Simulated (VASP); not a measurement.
Write the native input for VASP 6.6.1 that does the following.

| Item | Value |
| --- | --- |
| Task | single point |
| Functional | r2SCAN |
| Potentials or basis | VASP PAW PBE potentials, release 64 (Sn_d, Se) |
| Cutoff | 520 eV |
| k mesh | 6 × 6 × 6 |
| Occupations | fermi-dirac, width 0.02 eV |
| Spin | no spin polarisation |
| Dipole correction | no |
| Further INCAR settings | ALGO = Normal; EDIFF = 1e-06; NBANDS = 17 |

SnSe:

```
Sn Se
1.0
     3.66536    0.00000    0.00000
     0.00000    3.66536    0.00000
     0.00000    0.00000    3.66536
Sn Se
1 1
Direct
  0.00000 0.00000 0.00000
  0.50000 0.50000 0.50000
```

One way to write it, as run:

POSCAR

```
SnSe
1.0
    3.6653564507      0.0000000000      0.0000000000
    0.0000000000      3.6653564507      0.0000000000
    0.0000000000      0.0000000000      3.6653564507
Sn Se
1 1
Direct
    0.0000000000      0.0000000000      0.0000000000
    0.5000000000      0.5000000000      0.5000000000
```

INCAR.step1

```
PREC     = Accurate       # precision mode
ENCUT    = 520            # plane-wave cutoff, eV
ISMEAR   = -1             # smearing method
SIGMA    = 0.02           # smearing width, eV
LREAL    = F              # projectors in reciprocal space
LASPH    = T              # aspherical terms in the spheres
NELM     = 80             # most SCF steps
NBANDS   = 17             # bands
GGA      = PE             # functional
ALGO     = Normal         # electronic algorithm
EDIFF    = 1E-4           # SCF threshold, eV
LWAVE    = T              # write WAVECAR
LCHARG   = F              # write CHGCAR
```

INCAR.step2

```
PREC     = Accurate       # precision mode
ENCUT    = 520            # plane-wave cutoff, eV
EDIFF    = 1E-6           # SCF threshold, eV
ISMEAR   = -1             # smearing method
SIGMA    = 0.02           # smearing width, eV
LREAL    = F              # projectors in reciprocal space
LASPH    = T              # aspherical terms in the spheres
NELM     = 80             # most SCF steps
ALGO     = Normal         # electronic algorithm
ISIF     = 2              # what is computed and relaxed
LWAVE    = F              # write WAVECAR
LCHARG   = T              # write CHGCAR
METAGGA  = R2SCAN         # meta-GGA
LMIXTAU  = T            
LELF     = T              # ELF
LVHAR    = T            
NBANDS   = 17             # bands
ISTART   = 1
```

KPOINTS

```
regular mesh
0
Gamma
  6 6 6
```

Potentials or basis: VASP PAW PBE potentials, release 64 (Sn_d, Se).

Run with:

```console
$ cat potpaw_PBE.64/Sn_d/POTCAR potpaw_PBE.64/Se/POTCAR > POTCAR
$ cp INCAR.step1 INCAR
$ mpirun -np 1 vasp_std > vasp.out
$ cp INCAR.step2 INCAR
$ mpirun -np 1 vasp_std > vasp.out
```

It gave:

```json
{
  "Pressure": "0.0 GPa",
  "Band gap on the k mesh": "zero (band 10 reaches 6.55 eV, above the bottom of band 11 at 5.22 eV)"
}
```

Caveat: the PAW data sets were made with another functional, which shifts forces and pressure a little; spin-orbit coupling is left out, which moves the levels of the heavy elements.

Wall time 68 s on 1 thread of AMD EPYC 7R43 64-Core Processor (Zen 3), on a shared host, peak memory 0.14 GiB.
